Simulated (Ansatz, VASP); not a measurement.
Te: VASP beside Ansatz

```xyz
2
Lattice="4.3058 0.0000 0.0000 -2.1529 3.7289 0.0000 0.0000 0.0000 4.4186" Properties=species:S:1:pos:R:3 pbc="T T T"
Te    0.0000    2.4860    1.1046
Te    2.1529    1.2430    3.3139
```

Alike in both runs: functional BLYP; k mesh 11 × 11 × 6; occupations fermi-dirac, width 0.1 eV; no spin polarisation.

Ansatz relaxed the structure, and its values are those at the end. VASP's run is a single point on that final structure, the one shown.

|  | VASP | Ansatz |
| --- | --- | --- |
| version | VASP 6.6.1 | Ansatz 0.2.0 |
| potentials or method | VASP PAW PBE potentials, release 64 (Te), cutoff 520 eV | plane waves (420 eV) with PAW, scalar-relativistic |
| valence electrons in the cell | 12 | 32 |

```csv
,VASP,Ansatz,Ansatz less VASP
pressure (GPa),0.1,0.0,-0.11
```

VASP's potentials were made for PBE, not for BLYP. The functional is the same, so the differences come from potentials, cutoffs and numerics. VASP's potentials hold 12 valence electrons a cell and Ansatz's 32, so a difference there can come from the potentials and not from the codes.

Neither program's run includes spin-orbit coupling.
